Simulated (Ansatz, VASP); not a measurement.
# BaSc2Nb2 in VASP and in Ansatz

```xyz
5
Lattice="-2.1604 2.1604 5.6683 2.1604 -2.1604 5.6683 2.1604 2.1604 -5.6683" Properties=species:S:1:pos:R:3 pbc="T T T"
Ba    0.0000    0.0000    0.0000
Sc    2.1604    0.0000    2.8342
Sc    0.0000    2.1604    2.8342
Nb    0.0000    0.0000    7.0967
Nb    0.0000    0.0000    4.2399
```

Alike in both runs: task single point; functional PBE; k mesh 6 × 6 × 6; occupations gaussian, width 0.1 eV; no spin polarisation.

|  | VASP | Ansatz |
| --- | --- | --- |
| version | VASP 6.6.1 | Ansatz 0.2.0 |
| potentials or method | VASP PAW PBE potentials, release 64 (Ba_sv, Sc_sv, Nb_sv), cutoff 520 eV | scalar-relativistic, plane waves, PAW |
| valence electrons in the cell | 58 | 58 |

|  | VASP | Ansatz | Ansatz less VASP |
| --- | --- | --- | --- |
| gap on the k mesh at the Fermi level (eV) | none | none | - |
| pressure (GPa) | 20.0 | 19.2 | -0.82 |
| traceless stress, the component that is largest in VASP (GPa) | -4.96 | -4.83 | +0.137 |
| rms of the force components (eV/Å) | 0.908 | 0.915 | +0.0071 |

Atom by atom the forces differ by 0.007 eV/Å (rms over components). A gap of «none» marks a metal or a gap that the smearing closes.

Neither program's run includes spin-orbit coupling.
